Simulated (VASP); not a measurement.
A run of VASP 6.6.1 is set up as follows.

File INCAR:

```
  PREC = Accurate
  ENCUT = 600
  EDIFF = 1E-7
  ISMEAR = 0
  SIGMA = 0.01
  LREAL = F
  LASPH = T
  NELM = 100
  ALGO = Normal
  ISIF = 3
  LWAVE = F
  LCHARG = F
  GGA = PE
  IBRION = 2
  NSW = 100
  EDIFFG = -0.01
```

The input KPOINTS:

```
regular mesh
0
Gamma
  16 16 16
```

The input POSCAR:

```
C
1.0
    0.0000000000      2.1379855184      4.1287016796
    1.2325892868      0.0000000000      4.1287016796
    1.2325892868      2.1379855184      0.0000000000
C
2
Direct
    0.1668109394      0.8331890606      0.1668109394
    0.8331890606      0.1668109394      0.8331890606
```

Potentials or basis: VASP PAW PBE potentials, release 64 (C).

The run is started by

```bash
$ cat potpaw_PBE.64/C/POTCAR > POTCAR
$ mpirun -np 1 vasp_std > vasp.out
```

(1) What does it give for the relaxed cell?

(2) What does it give for the relaxed volume?

(3) What does it give for the space group after relaxing (to 0.05 Å)?

Answers

(1) a = 4.648 Å, b = 4.308 Å, c = 2.467 Å, α = 81.77°, β = 66.55°, γ = 31.68°.

(2) 10.88 Å³/atom.

(3) Fmmm (No. 69).
